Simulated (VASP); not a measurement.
BaZnSbF: single point with PBE

The system is BaZnSbF.

```
Ba Zn Sb F
1.0
     4.43835    0.00000    0.00000
     0.00000    4.43835    0.00000
     0.00000    0.00000    9.77891
Ba Zn Sb F
2 2 2 2
Direct
  0.00000 0.50000 0.35079
  0.50000 0.00000 0.64921
  0.50000 0.50000 0.00000
  0.00000 0.00000 0.00000
  0.50000 0.00000 0.16604
  0.00000 0.50000 0.83396
  0.50000 0.50000 0.50000
  0.00000 0.00000 0.50000
```

```yaml
Program: VASP 6.6.1
Task: single point
Functional: PBE
Potentials_or_basis: VASP PAW PBE potentials, release 64 (Ba_sv, Zn, Sb, F)
Cutoff: 520 eV
k_mesh: 8 × 8 × 4
Occupations: gaussian, width 0.1 eV
Spin: no spin polarisation
```

```json
{"Pressure": "2.0 GPa", "Largest force": "0.237 eV/Å", "Band gap on the k mesh": "zero (bands 34 and 35 overlap by 0.01 eV)"}
```

Forces in eV/Å, atoms in the order of the input:
```
Ba   0.000  0.000 -0.237
Ba   0.000  0.000  0.237
Zn   0.000  0.000  0.000
Zn   0.000  0.000  0.000
Sb   0.000  0.000  0.140
Sb   0.000  0.000 -0.140
F    0.000  0.000  0.000
F    0.000  0.000  0.000
```

Stress tensor (GPa, compression positive):
```
2.08 0.00 0.00
0.00 2.08 0.00
0.00 0.00 1.95
```

Levels at points of the mesh, in eV from the Fermi level:
```csv
k point,band 31,band 32,band 33,band 34,band 35,band 36,band 37,band 38
"(0.00, 0.00, 0.00)",-2.07,-0.85,-0.51,-0.03,-0.03,1.24,1.99,1.99
"(0.50, 0.00, 0.00)",-1.43,-1.43,-0.86,-0.86,1.44,1.44,2.29,2.29
"(0.50, 0.50, 0.00)",-2.64,-2.64,-2.53,-2.53,1.69,1.69,1.82,1.82
"(0.00, 0.00, 0.50)",-2.06,-1.19,-0.46,-0.05,-0.05,1.37,1.48,2.64
"(0.50, 0.00, 0.50)",-1.34,-1.34,-0.85,-0.85,1.49,1.49,2.34,2.34
"(0.50, 0.50, 0.50)",-2.64,-2.64,-2.52,-2.52,1.87,1.87,2.09,2.09
```

Run time: 6.2 min on 1 thread of Intel(R) Xeon(R) Platinum 8259CL CPU @ 2.50GHz (Skylake/Cascade Lake) (shared host), peak memory 0.55 GiB.

Caveat: semilocal functionals underestimate gaps, and a narrow one can read as zero; spin-orbit coupling is left out, which moves the levels of the heavy elements.
